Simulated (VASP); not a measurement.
# Ir (R-3m) in VASP: further runs, part 2 of 2

VASP 6.6.1. The steps go on from the part before.

**4. Electric field gradients, PBE (shortest bond scaled by 0.64)**

Contents of INCAR:

```
SYSTEM = Ir
PREC     = Accurate       ! precision mode
ENCUT    = 520            ! plane-wave cutoff, eV
EDIFF    = 1E-8           ! SCF threshold, eV
ISMEAR   = -1             ! smearing method
SIGMA    = 0.05           ! smearing width, eV
LREAL    = .False.        ! projectors in reciprocal space
LASPH    = .True.         ! aspherical terms in the spheres
NELM     = 100            ! most SCF steps
ALGO     = Normal         ! electronic algorithm
ISIF     = 2              ! what is computed and relaxed
LWAVE    = .False.        ! write WAVECAR
LCHARG   = .False.        ! write CHGCAR
GGA      = PE             ! functional
LEFG     = .True.       
NBANDS   = 16             ! bands
```

Contents of KPOINTS:

```
Automatic mesh
0
Gamma
  10 10 10
  0 0 0
```

Contents of POSCAR:

```
Ir
1.0
    0.0000000000      2.6272165707      2.6272165707
    2.6272165707      0.0000000000      2.6272165707
    2.6272165707      2.6272165707      0.0000000000
Ir
2
Direct
   -0.2600000000     -0.0800000000     -0.0800000000
    0.2600000000      0.0800000000      0.0800000000
```

Potentials or basis: VASP PAW PBE potentials, release 64 (Ir).

Started as:

```console
$ cat potpaw_PBE.64/Ir/POTCAR > POTCAR
$ mpirun -np 1 vasp_std > vasp.out
```

OUTCAR:

```text
SYSTEM = Ir
   PREC = Accurate
   ENCUT = 520
   EDIFF = 1E-8
   ISMEAR = -1
   LREAL = .False.
   LASPH = .True.
   NELM = 100
   ISIF = 2
   GGA = PE

 ion  position               nearest neighbor table
   1  0.740  0.920  0.920-   2 1.46   2 2.66   2 2.66   2 2.66
   2  0.260  0.080  0.080-   1 1.46   1 2.66   1 2.66   1 2.66

 -----------------------------------------------------------------------------
|                                                                             |
|           W    W    AA    RRRRR   N    N  II  N    N   GGGG   !!!           |
|           W    W   A  A   R    R  NN   N  II  NN   N  G    G  !!!           |
|           W    W  A    A  R    R  N N  N  II  N N  N  G       !!!           |
|           W WW W  AAAAAA  RRRRR   N  N N  II  N  N N  G  GGG   !            |
|           WW  WW  A    A  R   R   N   NN  II  N   NN  G    G                |
|           W    W  A    A  R    R  N    N  II  N    N   GGGG   !!!           |
|                                                                             |
|     The distance between some ions is very small. Please check the          |
|     nearest-neighbor list in the OUTCAR file.                               |
|     I HOPE YOU KNOW WHAT YOU ARE DOING!                                     |
|                                                                             |
 -----------------------------------------------------------------------------

  LATTYP: Found a face centered cubic cell.
 ALAT       =     5.2544331414

  Lattice vectors:

 A1 = (   0.0000000000,   2.6272165707,   2.6272165707)
 A2 = (   2.6272165707,   0.0000000000,   2.6272165707)
 A3 = (   2.6272165707,   2.6272165707,   0.0000000000)

Analysis of symmetry for initial positions (statically):
=====================================================================
 Subroutine PRICEL returns:
 Original cell was already a primitive cell.

 Routine SETGRP: Setting up the symmetry group for a
 face centered cubic supercell.

 Subroutine GETGRP returns: Found 12 space group operations
 (whereof  4 operations were pure point group operations)
 out of a pool of 48 trial point group operations.

The static configuration has the point symmetry C_2h.
 The point group associated with its full space group is D_3d.

Analysis of symmetry for dynamics (positions and initial velocities):
=====================================================================
 Subroutine PRICEL returns:
 Original cell was already a primitive cell.

 Routine SETGRP: Setting up the symmetry group for a
 face centered cubic supercell.

 Subroutine GETGRP returns: Found 12 space group operations
 (whereof  4 operations were pure point group operations)
 out of a pool of 48 trial point group operations.

The dynamic configuration has the point symmetry C_2h.
 The point group associated with its full space group is D_3d.

 Subroutine INISYM returns: Found 12 space group operations
 (whereof  4 operations are pure point group operations),
 and found     1 'primitive' translations

----------------------------------------------------------------------------------------

                                     Primitive cell

  volume of cell :      36.2675

  direct lattice vectors                    reciprocal lattice vectors
[... 93 lines left out ...]
   ISIF   =      2    stress and relaxation
   ISYM   =      2    0-nonsym 1-usesym 2-fastsym
   POTIM  = 0.5000    time-step for ionic-motion
   TEBEG  =    0.0;   TEEND  =   0.0 temperature during run
   PSTRESS=    0.0 pullay stress
   NELECT =      18.0000    total number of electrons
   NUPDOWN=      -1.0000    fix difference up-down
   EMIN   =  10.00;   EMAX   =-10.00  energy-range for DOS
   EFERMI =   0.00;   METHOD = LEGACY
   ISMEAR =    -1;   SIGMA  =   0.05  broadening in eV -4-tet -1-fermi 0-gaus
   EFERMI_NEDOS =   21; number of points for ismear=-14 and -15
   IALGO  =     38    algorithm
   IMIX   =      4    mixing-type and parameters
     AMIX     =   0.40;   BMIX     =  1.00
     AMIX_MAG =   1.60;   BMIX_MAG =  1.00
  volume/ion in A,a.u.               =      18.13       122.37
  Fermi-wavevector in a.u.,A,eV,Ry     =   1.296164  2.449394 22.858330  1.680040
  Thomas-Fermi vector in A             =   2.427637
   LORBIT       =      0    0 simple, 1 ext, 2 COOP (PROOUT), +10 PAW based schemes
   GGA     = PE    functional components
[... 5 lines left out ...]
 non-spin polarized calculation
  energy-cutoff  :      520.00
  volume of cell :       36.27
 maximum number of plane-waves:       990
   NGX = 13   NGY = 13   NGZ = 13

 number of electron      18.0000003 magnetization

 Free energy of the ion-electron system (eV)
  ---------------------------------------------------
  ext. energy  EPLUGINS =         0.00000000
  ---------------------------------------------------
  free energy    TOTEN  =         7.53134779 eV

  energy without entropy =        7.53939599  energy(sigma->0) =        7.53537189

 E-fermi :   7.0726     XC(G=0): -11.8195

 val. band max:        7.0645500719   @ k =  -0.3000   0.3000   0.0000
 cond. band min:       7.0903826626   @ k =  -0.4000   0.4000   0.1000
 fundamental gap:      0.0258325907
 Fermi energy:         7.0726046665

 k-point     1 :       0.0000    0.0000    0.0000
  band No.  band energies     occupation
      1      -2.7946      2.00000
      2      -2.7945      2.00000
      3      -1.9318      2.00000
      4       0.2328      2.00000
      5       0.7600      2.00000
      6       0.7600      2.00000
[... 433 lines left out ...]
      3      -1.6054      2.00000
      4       0.2447      2.00000
      5       1.3916      2.00000
      6       3.8270      2.00000
[... 8 lines left out ...]
     15      19.5407      0.00000
     16      21.3138      0.00000

 [... further k-points ...]
[... 5 lines left out ...]
  --------------------------------------------------------------------------------------
  -------------------------------------------------------------------------------------
  Total       38.2792007     38.2792007     38.2792007    -38.5077933     38.5077933    -38.5077933
  in kB     1691.0475650   1691.0475650   1691.0475650  -1701.1460257   1701.1460257  -1701.1460257
  external PRESSURE =    1691.0475650 kB  Pullay stress =       0.0000000 kB

 VOLUME and BASIS-vectors are now :
 -----------------------------------------------------------------------------
  energy-cutoff  :      520.00
  volume of cell :       36.27
      direct lattice vectors                 reciprocal lattice vectors
     0.000000000  2.627216571  2.627216571    -0.190315487  0.190315487  0.190315487
     2.627216571  0.000000000  2.627216571     0.190315487 -0.190315487  0.190315487
     2.627216571  2.627216571  0.000000000     0.190315487  0.190315487 -0.190315487

 POSITION                                       TOTAL-FORCE (eV/Angst)
 -----------------------------------------------------------------------------------
      4.83408      4.36118      4.36118       -46.862571     46.862571     46.862571
      0.42035      0.89325      0.89325        46.862571    -46.862571    -46.862571
 -----------------------------------------------------------------------------------
    total drift:                               -0.000000     -0.000000      0.000000

  FREE ENERGIE OF THE ION-ELECTRON SYSTEM (eV)
  ---------------------------------------------------
  free  energy   TOTEN  =         7.5313477948 eV

  energy  without entropy=        7.5393959866  energy(sigma->0) =        7.53537189

 Electric field gradients (V/A^2)
---------------------------------------------------------------------
 ion       V_xx      V_yy      V_zz      V_xy      V_xz      V_yz
---------------------------------------------------------------------
   1       0.000    -0.000    -0.000  -224.194  -224.194   224.195
   2       0.000    -0.000    -0.000  -224.194  -224.194   224.195
---------------------------------------------------------------------

 Electric field gradients after diagonalization (V/A^2)
 (convention: |V_zz| > |V_xx| > |V_yy|)
----------------------------------------------------------------------
 ion       V_xx      V_yy      V_zz     asymmetry (V_yy - V_xx)/ V_zz
----------------------------------------------------------------------
   1    -224.195  -224.194   448.389       0.000
   2    -224.195  -224.194   448.389       0.000
----------------------------------------------------------------------

           NMR quadrupolar parameters

 Cq : quadrupolar parameter    Cq=e*Q*V_zz/h
 eta: asymmetry parameters     (V_yy - V_xx)/ V_zz
 Q  : nuclear electric quadrupole moment in mb (millibarn)
----------------------------------------------------------------------
 ion       Cq(MHz)       eta       Q (mb)
----------------------------------------------------------------------
   1       1.084       0.000       1.000
   2       1.084       0.000       1.000
----------------------------------------------------------------------
```

It took 2.1 min on 1 thread of AMD EPYC 9R45, shared host; peak memory 0.17 GiB.

What came out:

```
Free energy            : 7.5313 eV
Pressure               : 169.1 GPa
Largest force          : 81.168 eV/Å
Band gap on the k mesh : zero (band 9 reaches 8.50 eV, above the bottom of band 10 at 6.40 eV)
```

Forces on the atoms (eV/Å):
```
Ir  -46.863  46.863  46.863
Ir   46.863 -46.863 -46.863
```

Stress tensor (GPa, compression positive):
```
 169.10 -170.11 -170.11
-170.11  169.10  170.11
-170.11  170.11  169.10
```

Electric field gradients, principal values (V/Å²):
```csv
atom,least,middle,greatest (by size)
1 Ir,-224.194,-224.195,448.389
2 Ir,-224.194,-224.195,448.389
```

Caveat: the cell differs from its parent crystal (shortest bond scaled by 0.64); without QUAD_EFG the Cq values of the log hold for a quadrupole moment of 1 mb, not for the nuclei; spin-orbit coupling is left out, which moves the levels of the heavy elements; forces of over 1 eV/Å act on the atoms, so gaps and moduli don't describe the material at rest.
